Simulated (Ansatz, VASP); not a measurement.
# NbIn2Se3: VASP beside Ansatz

```xyz
6
Lattice="3.6495 0.0000 0.0000 -1.8247 3.1605 0.0000 0.0000 0.0000 13.8018" Properties=species:S:1:pos:R:3 pbc="T T T"
Nb    0.0000    0.0000    6.9009
In    0.0000    2.1070    1.9730
In    1.8247    1.0535   11.8288
Se    0.0000    2.1070    8.5054
Se    1.8247    1.0535    5.2964
Se    0.0000    0.0000    0.0000
```

Change from the starting cell: species swapped into the Ti3NbAl2 type (P-3m1, No. 164).

Alike in both runs: functional PBE; k mesh 12 × 12 × 4; occupations gaussian, width 0.1 eV; no spin polarisation.

Ansatz relaxed the structure, and its values are those at the end. VASP's run is a single point on that final structure, the one shown.

```csv
,VASP,Ansatz
version,VASP 6.6.1,Ansatz 0.2.0
potentials or method,"VASP PAW PBE potentials, release 64 (Nb_sv, In_d, Se), cutoff 520 eV","scalar-relativistic, plane waves, PAW"
valence electrons in the cell,57,87
```

|  | VASP | Ansatz | Ansatz less VASP |
| --- | --- | --- | --- |
| gap on the k mesh at the Fermi level (eV) | none | none | - |
| pressure (GPa) | 0.0 | 0.0 | +0.01 |
| rms of the force components (eV/Å) | 0.006 | 0.003 | -0.0023 |

A gap of «none» marks a metal or a gap that the smearing closes. VASP's potentials hold 57 valence electrons a cell and Ansatz's 87, so a difference there can come from the potentials and not from the codes.
